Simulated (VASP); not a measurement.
A run of VASP 6.6.1:

Contents of INCAR:

```
SYSTEM = WC
ALGO = Normal ; EDIFF = 1E-6
ENCUT = 600 ; GGA = PS
GGA_COMPAT = .False. ; ISIF = 2
ISMEAR = -1 ; LASPH = .True.
LCHARG = .False. ; LREAL = .False.
LWAVE = .False. ; NBANDS = 86
NELM = 120 ; PREC = Accurate
SIGMA = 0.05
```

Contents of KPOINTS:

```
k-points
0
Gamma
  3 3 3
  0 0 0
```

File POSCAR:

```
WC
1.0
    0.0000000000      4.3853680000      4.3853680000
    4.3853680000      0.0000000000      4.3853680000
    4.3853680000      4.3853680000      0.0000000000
W C
8 8
Direct
    0.0000000000      0.0000000000      0.0000000000
    0.0000000000      0.0000000000      0.5000000000
    0.0000000000      0.5000000000      0.0000000000
    0.0000000000      0.5000000000      0.5000000000
    0.5000000000      0.0000000000      0.0000000000
    0.5000000000      0.0000000000      0.5000000000
    0.5000000000      0.5000000000      0.0000000000
    0.5000000000      0.5000000000      0.5000000000
    0.2500000000      0.2500000000      0.2500000000
    0.2500000000      0.2500000000      0.7500000000
    0.2500000000      0.7500000000      0.2500000000
    0.2500000000      0.7500000000      0.7500000000
    0.7500000000      0.2500000000      0.2500000000
    0.7500000000      0.2500000000      0.7500000000
    0.7500000000      0.7500000000      0.2500000000
    0.7500000000      0.7500000000      0.7500000000
```

Potentials or basis: VASP PAW PBE potentials, release 64 (W_sv, C).

Run with:

```console
$ cat potpaw_PBE.64/W_sv/POTCAR potpaw_PBE.64/C/POTCAR > POTCAR
$ mpirun -np 1 vasp_std > vasp.out
```

Hardware: 1 thread of AMD EPYC 7R43 64-Core Processor (Zen 3) (shared host).

Q: How long does it take, and how much memory?

A: It took 2.1 min on 1 thread of AMD EPYC 7R43 64-Core Processor (Zen 3) (shared host), peak memory 0.32 GiB. Counts: scf iterations 14, k points 4.
